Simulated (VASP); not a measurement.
# Gd (P6_3/mmc) in VASP: relaxation of shape and atoms at fixed volume with PBE+U

Aim: the relaxation of shape and atoms at fixed volume of Gd with PBE+U.

Everything below comes from runs of VASP 6.6.1. Logs are shortened: lines on timing, memory, paths and dates and some standing lists are left out, and cuts for length are marked.

**1. The cell of the first run**

It takes space group P6_3/mmc (No. 194, hexagonal). Conventional cell: a = 3.699 Å, b = 3.699 Å, c = 5.932 Å, α = 90.00°, β = 90.00°, γ = 120.00°. Gd (site symmetry -6m2) has 12 Gd at 3.65 to 3.70 Å within 4.8 Å.

**2. Relaxation of shape and atoms at fixed volume, PBE+U, collinear spin, ferromagnetic start (35.15 Å³/atom)**

INCAR reads:

```
SYSTEM = Gd
PREC = Accurate ; ENCUT = 600
EDIFF = 1E-7 ; ISMEAR = 0
SIGMA = 0.05 ; LREAL = .FALSE.
LASPH = .TRUE. ; NELM = 200
ALGO = Normal ; ISIF = 4
LWAVE = .FALSE. ; LCHARG = .FALSE.
ISPIN = 2 ; MAGMOM = 8.26 8.26
LORBIT = 11 ; LMAXMIX = 6
LDAU = .TRUE. ; LDAUTYPE = 2
LDAUL = 3 ; LDAUU = 6
LDAUJ = 0 ; LDAUPRINT = 1
GGA = PE ; IBRION = 2
NSW = 60 ; EDIFFG = -0.01
GGA_COMPAT = .FALSE. ; NELMIN = 4
KPAR = 4
```

KPOINTS reads:

```
regular mesh
0
G
  14 14 8
  0 0 0
```

POSCAR reads:

```
Gd
1.0
    3.6991423492      0.0000000000      0.0000000000
   -1.8495711746      3.2035512466      0.0000000000
    0.0000000000      0.0000000000      5.9319533519
Gd
2
Direct
    0.3333333333      0.6666666667      0.2500000000
    0.6666666667      0.3333333333      0.7500000000
```

Potentials or basis: VASP PAW PBE potentials, release 64 (Gd).

On the command line:

```console
$ cat potpaw_PBE.64/Gd/POTCAR > POTCAR
$ mpirun -np 4 vasp_std > vasp.out
```

OUTCAR:

```text
SYSTEM = Gd
   PREC = Accurate
   ENCUT = 600
   EDIFF = 1E-7
   ISMEAR = 0
   LREAL = .FALSE.
   LASPH = .TRUE.
   NELM = 200
   ISIF = 4
   ISPIN = 2
   LORBIT = 11
   GGA = PE
   IBRION = 2
   NSW = 60
   EDIFFG = -0.01
   NELMIN = 4

 ion  position               nearest neighbor table
   1  0.333  0.667  0.250-
   2  0.667  0.333  0.750-

  LATTYP: Found a hexagonal cell.
 ALAT       =     3.6991423492
 C/A-ratio  =     1.6036023467

  Lattice vectors:

 A1 = (   3.6991423492,   0.0000000000,   0.0000000000)
 A2 = (  -1.8495711746,   3.2035512466,   0.0000000000)
 A3 = (   0.0000000000,   0.0000000000,   5.9319533519)

Analysis of symmetry for initial positions (statically):
=====================================================================
 Subroutine PRICEL returns:
 Original cell was already a primitive cell.

 Routine SETGRP: Setting up the symmetry group for a
 hexagonal supercell.

 Subroutine GETGRP returns: Found 24 space group operations
 (whereof 12 operations were pure point group operations)
 out of a pool of 24 trial point group operations.

The static configuration has the point symmetry D_3d.
 The point group associated with its full space group is D_6h.

Analysis of symmetry for dynamics (positions and initial velocities):
=====================================================================
 Subroutine PRICEL returns:
 Original cell was already a primitive cell.

 Routine SETGRP: Setting up the symmetry group for a
 hexagonal supercell.

 Subroutine GETGRP returns: Found 24 space group operations
 (whereof 12 operations were pure point group operations)
 out of a pool of 24 trial point group operations.

The dynamic configuration has the point symmetry D_3d.
 The point group associated with its full space group is D_6h.

Analysis of structural, dynamic, and magnetic symmetry:
=====================================================================
 Subroutine PRICEL returns:
 Original cell was already a primitive cell.

 Routine SETGRP: Setting up the symmetry group for a
 hexagonal supercell.

 Subroutine GETGRP returns: Found 24 space group operations
 (whereof 12 operations were pure point group operations)
 out of a pool of 24 trial point group operations.

The overall configuration has the point symmetry D_3d.
 The point group associated with its full space group is D_6h.

 Subroutine INISYM returns: Found 24 space group operations
 (whereof 12 operations are pure point group operations),
[... 177 lines left out ...]
  o =  0.9902  v = -0.0000  0.0349  0.0000  0.0000 -0.0000  0.9994 -0.0000  0.0000  0.0000  0.0000  0.0000  0.0000  0.0000  0.0000      0.0000  0.0000  0.0000  0.0000  0.0000  0.0000  0.0000  0.0000  0.0000  0.0000  0.0000  0.0000  0.0000  0.0000
  o =  0.9908  v = -0.0000  0.0000  0.0000  1.0000 -0.0000 -0.0000  0.0000  0.0000  0.0000  0.0000  0.0000  0.0000  0.0000  0.0000      0.0000  0.0000  0.0000  0.0000  0.0000  0.0000  0.0000  0.0000  0.0000  0.0000  0.0000  0.0000  0.0000  0.0000
  o =  0.9908  v =  1.0000 -0.0000 -0.0000  0.0000 -0.0000  0.0000 -0.0000  0.0000  0.0000  0.0000  0.0000  0.0000  0.0000  0.0000      0.0000  0.0000  0.0000  0.0000  0.0000  0.0000  0.0000  0.0000  0.0000  0.0000  0.0000  0.0000  0.0000  0.0000

atom =   2  type =  1  l = 3

 onsite density matrix

spin component  1

  0.9908 -0.0000 -0.0000  0.0000  0.0000  0.0000 -0.0000
 -0.0000  0.9902  0.0000  0.0000 -0.0000 -0.0000 -0.0000
 -0.0000  0.0000  0.9899 -0.0000 -0.0000  0.0000  0.0000
  0.0000  0.0000 -0.0000  0.9908  0.0000 -0.0000  0.0000
  0.0000 -0.0000 -0.0000  0.0000  0.9899 -0.0000 -0.0000
  0.0000 -0.0000  0.0000 -0.0000 -0.0000  0.9902  0.0000
 -0.0000 -0.0000  0.0000  0.0000 -0.0000  0.0000  0.9899

spin component  2

  0.0005  0.0000 -0.0000  0.0000  0.0000  0.0000 -0.0000
  0.0000  0.0008  0.0000 -0.0000  0.0000 -0.0000  0.0000
 -0.0000  0.0000  0.0005  0.0000  0.0000  0.0000  0.0000
  0.0000 -0.0000  0.0000  0.0003 -0.0000 -0.0000  0.0000
  0.0000  0.0000  0.0000 -0.0000  0.0005  0.0000 -0.0000
  0.0000 -0.0000  0.0000 -0.0000  0.0000  0.0008  0.0000
 -0.0000  0.0000  0.0000  0.0000 -0.0000  0.0000  0.0004

 occupancies and eigenvectors

  o =  0.0003  v =  0.0000  0.0000  0.0000  0.0000  0.0000  0.0000  0.0000  0.0000 -0.0000  0.0000 -1.0000 -0.0000 -0.0000 -0.0000      0.0000  0.0000  0.0000  0.0000  0.0000  0.0000  0.0000  0.0000  0.0000  0.0000  0.0000  0.0000  0.0000  0.0000
  o =  0.0004  v =  0.0000  0.0000  0.0000  0.0000  0.0000  0.0000  0.0000 -0.0000  0.0000  0.0000  0.0000 -0.0000  0.0000 -1.0000      0.0000  0.0000  0.0000  0.0000  0.0000  0.0000  0.0000  0.0000  0.0000  0.0000  0.0000  0.0000  0.0000  0.0000
  o =  0.0005  v =  0.0000  0.0000  0.0000  0.0000  0.0000  0.0000  0.0000  0.0000 -0.0000  1.0000  0.0000 -0.0000 -0.0000  0.0000      0.0000  0.0000  0.0000  0.0000  0.0000  0.0000  0.0000  0.0000  0.0000  0.0000  0.0000  0.0000  0.0000  0.0000
  o =  0.0005  v =  0.0000  0.0000  0.0000  0.0000  0.0000  0.0000  0.0000  0.0000 -0.0000 -0.0000  0.0000 -1.0000 -0.0000  0.0000      0.0000  0.0000  0.0000  0.0000  0.0000  0.0000  0.0000  0.0000  0.0000  0.0000  0.0000  0.0000  0.0000  0.0000
  o =  0.0005  v =  0.0000  0.0000  0.0000  0.0000  0.0000  0.0000  0.0000  1.0000 -0.0000 -0.0000  0.0000  0.0000 -0.0000 -0.0000      0.0000  0.0000  0.0000  0.0000  0.0000  0.0000  0.0000  0.0000  0.0000  0.0000  0.0000  0.0000  0.0000  0.0000
  o =  0.0008  v =  0.0000  0.0000  0.0000  0.0000  0.0000  0.0000  0.0000 -0.0000 -0.0001 -0.0000  0.0000  0.0000 -1.0000 -0.0000      0.0000  0.0000  0.0000  0.0000  0.0000  0.0000  0.0000  0.0000  0.0000  0.0000  0.0000  0.0000  0.0000  0.0000
  o =  0.0008  v =  0.0000  0.0000  0.0000  0.0000  0.0000  0.0000  0.0000  0.0000  1.0000  0.0000  0.0000  0.0000 -0.0001  0.0000      0.0000  0.0000  0.0000  0.0000  0.0000  0.0000  0.0000  0.0000  0.0000  0.0000  0.0000  0.0000  0.0000  0.0000
  o =  0.9899  v = -0.0000  0.0000 -0.0000 -0.0000 -0.0000 -0.0000 -1.0000  0.0000  0.0000  0.0000  0.0000  0.0000  0.0000  0.0000      0.0000  0.0000  0.0000  0.0000  0.0000  0.0000  0.0000  0.0000  0.0000  0.0000  0.0000  0.0000  0.0000  0.0000
  o =  0.9899  v =  0.0000 -0.0000  1.0000 -0.0000  0.0000 -0.0000 -0.0000  0.0000  0.0000  0.0000  0.0000  0.0000  0.0000  0.0000      0.0000  0.0000  0.0000  0.0000  0.0000  0.0000  0.0000  0.0000  0.0000  0.0000  0.0000  0.0000  0.0000  0.0000
  o =  0.9899  v =  0.0000 -0.0000  0.0000 -0.0000 -1.0000 -0.0000  0.0000  0.0000  0.0000  0.0000  0.0000  0.0000  0.0000  0.0000      0.0000  0.0000  0.0000  0.0000  0.0000  0.0000  0.0000  0.0000  0.0000  0.0000  0.0000  0.0000  0.0000  0.0000
  o =  0.9902  v = -0.0000 -1.0000 -0.0000  0.0000  0.0000  0.0001 -0.0000  0.0000  0.0000  0.0000  0.0000  0.0000  0.0000  0.0000      0.0000  0.0000  0.0000  0.0000  0.0000  0.0000  0.0000  0.0000  0.0000  0.0000  0.0000  0.0000  0.0000  0.0000
  o =  0.9902  v = -0.0000  0.0001  0.0000  0.0000 -0.0000  1.0000 -0.0000  0.0000  0.0000  0.0000  0.0000  0.0000  0.0000  0.0000      0.0000  0.0000  0.0000  0.0000  0.0000  0.0000  0.0000  0.0000  0.0000  0.0000  0.0000  0.0000  0.0000  0.0000
  o =  0.9908  v =  0.0000  0.0000 -0.0000 -1.0000  0.0000  0.0000  0.0000  0.0000  0.0000  0.0000  0.0000  0.0000  0.0000  0.0000      0.0000  0.0000  0.0000  0.0000  0.0000  0.0000  0.0000  0.0000  0.0000  0.0000  0.0000  0.0000  0.0000  0.0000
  o =  0.9908  v =  1.0000 -0.0000 -0.0000  0.0000  0.0000  0.0000 -0.0000  0.0000  0.0000  0.0000  0.0000  0.0000  0.0000  0.0000      0.0000  0.0000  0.0000  0.0000  0.0000  0.0000  0.0000  0.0000  0.0000  0.0000  0.0000  0.0000  0.0000  0.0000

 number of electron      36.0000001 magnetization      15.6183889

 Free energy of the ion-electron system (eV)
  ---------------------------------------------------
  ext. energy  EPLUGINS =         0.00000000
  ---------------------------------------------------
  free energy    TOTEN  =       -22.84074202 eV

  energy without entropy =      -22.83862365  energy(sigma->0) =      -22.83968283

 E-fermi :   2.7810     XC(G=0):  -9.7159

 val. band max:        2.7785469577   @ k =   0.3571   0.2857   0.0000
 cond. band min:       2.7812063212   @ k =   0.3571   0.2857   0.1250
 fundamental gap:      0.0026593635
 Fermi energy:         2.7810121326

 spin component 1

 k-point     1 :       0.0000    0.0000    0.0000
  band No.  band energies     occupation
      1     -42.9059      1.00000
      2     -42.8556      1.00000
      3     -20.5219      1.00000
      4     -20.0273      1.00000
      5     -20.0273      1.00000
      6     -19.9439      1.00000
[... 1577 lines left out ...]
     29       6.2699      0.00000
     30       8.1999      0.00000

 [... further k-points ...]

------------------------ aborting loop because EDIFF is reached ----------------------------------------

  FORCE on cell =-STRESS in cart. coord.  units (eV):
  Direction    XX          YY          ZZ          XY          YZ          ZX
  --------------------------------------------------------------------------------------
  -------------------------------------------------------------------------------------
  Total       -0.5358777     -0.5358777     -0.5414312      0.0000000      0.0000000      0.0000000
  in kB      -12.2136594    -12.2136594    -12.3402342      0.0000000      0.0000000      0.0000000
  external PRESSURE =     -12.2558510 kB  Pullay stress =       0.0000000 kB

 VOLUME and BASIS-vectors are now :
 -----------------------------------------------------------------------------
  energy-cutoff  :      600.00
  volume of cell :       70.30
      direct lattice vectors                 reciprocal lattice vectors
     3.699142349  0.000000000  0.000000000     0.270332933  0.156076792  0.000000000
    -1.849571175  3.203551247  0.000000000     0.000000000  0.312153583  0.000000000
     0.000000000  0.000000000  5.931953352     0.000000000  0.000000000  0.168578534

 POSITION                                       TOTAL-FORCE (eV/Angst)
 -----------------------------------------------------------------------------------
     -0.00000      2.13570      1.48299        -0.000000      0.000000      0.000000
      1.84957      1.06785      4.44897         0.000000     -0.000000      0.000000
 -----------------------------------------------------------------------------------
    total drift:                               -0.000000      0.000000     -0.000000

  FREE ENERGIE OF THE ION-ELECTRON SYSTEM (eV)
  ---------------------------------------------------
  free  energy   TOTEN  =       -22.8407420165 eV

  energy  without entropy=      -22.8386236473  energy(sigma->0) =      -22.83968283

 reached required accuracy - stopping structural energy minimisation

 total charge

# of ion       s       p       d       f       tot
--------------------------------------------------
    1        2.072   5.575   0.570   6.930  15.147
    2        2.072   5.575   0.570   6.930  15.147
--------------------------------------------------
tot          4.143  11.150   1.139  13.861  30.293

 magnetization (x)

# of ion       s       p       d       f       tot
--------------------------------------------------
    1        0.002  -0.056   0.242   6.923   7.112
    2        0.002  -0.056   0.242   6.923   7.112
--------------------------------------------------
tot          0.005  -0.112   0.485  13.846  14.223
```

It took 7.1 min on 4 MPI ranks of Intel Xeon Platinum 8375C at 2.90GHz (Ice Lake), shared host; peak memory 0.58 GiB.

What came out:

| Item | Value |
| --- | --- |
| Free energy | -22.8407 eV |
| Pressure after relaxing | -1.2 GPa |
| Net moment | 15.62 μB per cell |
| Site moments | Gd +7.11 μB |
| Valence electrons inside the program's atomic spheres | Gd 15.15 |

Final structure:
```
Gd
1.0
     3.69914    0.00000    0.00000
    -1.84957    3.20355    0.00000
     0.00000    0.00000    5.93195
Gd
2
Cartesian
  0.0000 2.1357 1.4830
  1.8496 1.0678 4.4490
```

Levels at points of the mesh, in eV from the Fermi level:
Spin up:
```tsv
k point	band 23	band 24	band 25	band 26	band 27	band 28	band 29	band 30
(0.00, 0.00, 0.00)	-5.11	-2.55	0.64	1.14	1.14	1.23	1.70	1.70
(0.50, 0.00, 0.00)	-2.27	-1.74	-1.33	-0.35	0.81	0.94	1.49	4.64
(0.00, 0.00, 0.50)	-3.71	-3.71	0.26	0.26	1.08	1.08	1.08	1.08
(0.50, 0.00, 0.50)	-2.20	-2.20	-0.60	-0.60	1.13	1.13	2.29	2.29
```
Spin down:
| k point | band 8 | band 9 | band 10 | band 11 | band 12 | band 13 |
| --- | --- | --- | --- | --- | --- | --- |
| (0.00, 0.00, 0.00) | -20.28 | -4.18 | -1.43 | 1.50 | 2.18 | 2.18 |
| (0.50, 0.00, 0.00) | -20.36 | -1.10 | -0.87 | -0.55 | 0.76 | 1.81 |
| (0.00, 0.00, 0.50) | -20.33 | -2.72 | -2.72 | 1.30 | 1.30 | 2.17 |
| (0.50, 0.00, 0.50) | -20.45 | -1.33 | -1.33 | 0.57 | 0.57 | 1.93 |

Eigenvalues of the final occupation matrices:
```
    site  spin  trace                         eigenvalues
site 1 f     1   6.93  0.99 0.99 0.99 0.99 0.99 0.99 0.99
site 1 f     2   0.00  0.00 0.00 0.00 0.00 0.00 0.00 0.00
site 2 f     1   6.93  0.99 0.99 0.99 0.99 0.99 0.99 0.99
site 2 f     2   0.00  0.00 0.00 0.00 0.00 0.00 0.00 0.00
```

Caveat: the relaxation stopped at its first step, so nothing moved; spin-orbit coupling is left out, which moves the levels of the heavy elements. The state reached can hang on the start; a lower one may exist.
